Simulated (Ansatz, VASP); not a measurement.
## One calculation of Sn2O, two programs

```
Sn O
1.0
     3.18489    0.00000    0.00000
    -1.59244    2.75819    0.00000
     0.00000    0.00000    6.78972
Sn O
2 1
Direct
  0.66667 0.33333 0.24511
  0.33333 0.66667 0.75489
  0.00000 0.00000 0.00000
```

Alike in both runs: task relaxation of cell and atoms; functional r2SCAN; k mesh 18 × 18 × 6; occupations gaussian, width 0.1 eV; no spin polarisation.

|  | VASP | Ansatz |
| --- | --- | --- |
| version | VASP 6.6.1 | Ansatz 0.2.0 |
| potentials or method | VASP PAW PBE potentials, release 64 (Sn_d, O), cutoff 660 eV | scalar-relativistic, plane waves, PAW |
| valence electrons in the cell | 34 | 34 |

```tsv
	VASP	Ansatz	Ansatz less VASP
gap on the k mesh at the Fermi level, each at its own relaxed structure (eV)	none	none	-
relaxed volume (Å³/atom)	19.68	19.67	-0.011
relaxed length of the cell vector where the two differ most in proportion (Å)	6.687	6.697	+0.0107
```

VASP's potentials were made for PBE, not for r2SCAN. A gap of «none» marks a metal or a gap that the smearing closes.
